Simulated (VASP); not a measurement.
Wanted: the native input for a VASP 6.6.1 run.

```
Task                   : single point
Functional             : r2SCAN
Potentials or basis    : VASP PAW PBE potentials, release 64 (Gd)
Cutoff                 : 520 eV
k mesh                 : 9 × 9 × 9
Occupations            : fermi-dirac, width 0.05 eV
Spin                   : collinear spin, ferromagnetic start
Starting moments       : [7.0] μB
Dipole correction      : no
Further INCAR settings : ALGO = Normal; EDIFF = 1e-06; NBANDS = 19
```

The system is Gd.

```xyz
1
Lattice="-1.9949 1.9949 1.9949 1.9949 -1.9949 1.9949 1.9949 1.9949 -1.9949" Properties=species:S:1:pos:R:3 pbc="T T T"
Gd    0.0000    0.0000    0.0000
```

This isn't the form of Gd at room conditions, which is hcp.

These files were run (other wordings do the same):

POSCAR

```
Gd
1.0
   -1.9948903351      1.9948903351      1.9948903351
    1.9948903351     -1.9948903351      1.9948903351
    1.9948903351      1.9948903351     -1.9948903351
Gd
1
Direct
    0.0000000000      0.0000000000      0.0000000000
```

INCAR.step1

```
SYSTEM = Gd
  ALGO = Normal
  EDIFF = 1E-4
  ENCUT = 520
  GGA = PE
  ISMEAR = -1
  ISPIN = 2
  LASPH = .True.
  LCHARG = .False.
  LMAXMIX = 6
  LREAL = .False.
  LWAVE = .True.
  MAGMOM = 7
  NBANDS = 19
  NELM = 150
  PREC = Accurate
  SIGMA = 0.05
```

INCAR.step2

```
SYSTEM = Gd
  ALGO = Normal
  EDIFF = 1E-6
  ENCUT = 520
  ISIF = 2
  ISMEAR = -1
  ISPIN = 2
  ISTART = 1
  LASPH = .True.
  LCHARG = .False.
  LMAXMIX = 6
  LMIXTAU = .True.
  LORBIT = 11
  LREAL = .False.
  LWAVE = .False.
  MAGMOM = 7
  METAGGA = R2SCAN
  NBANDS = 19
  NELM = 150
  PREC = Accurate
  SIGMA = 0.05
```

KPOINTS

```
k-points
0
Gamma
  9 9 9
  0 0 0
```

Potentials or basis: VASP PAW PBE potentials, release 64 (Gd).

The run is started by

```sh
$ cat potpaw_PBE.64/Gd/POTCAR > POTCAR
$ cp INCAR.step1 INCAR
$ mpirun -np 1 vasp_std > vasp.out
$ cp INCAR.step2 INCAR
$ mpirun -np 1 vasp_std > vasp.out
```

It gave:

The pressure is 2.0 GPa. The band gap on the k mesh is zero (filled and empty bands overlap), the net moment is 7.96 μB per cell and the site moments are Gd +7.11 μB. The valence electrons inside the program's atomic spheres are Gd 15.22.

Caveat: the PAW data sets were made with another functional, which shifts forces and pressure a little; spin-orbit coupling is left out, which moves the levels of the heavy elements; semilocal functionals describe open f shells poorly, which spoils levels, moments and volumes.

Run time: 3.5 min on 1 thread of Oxide Virtual Turin-like Processor (shared host), peak memory 0.18 GiB.
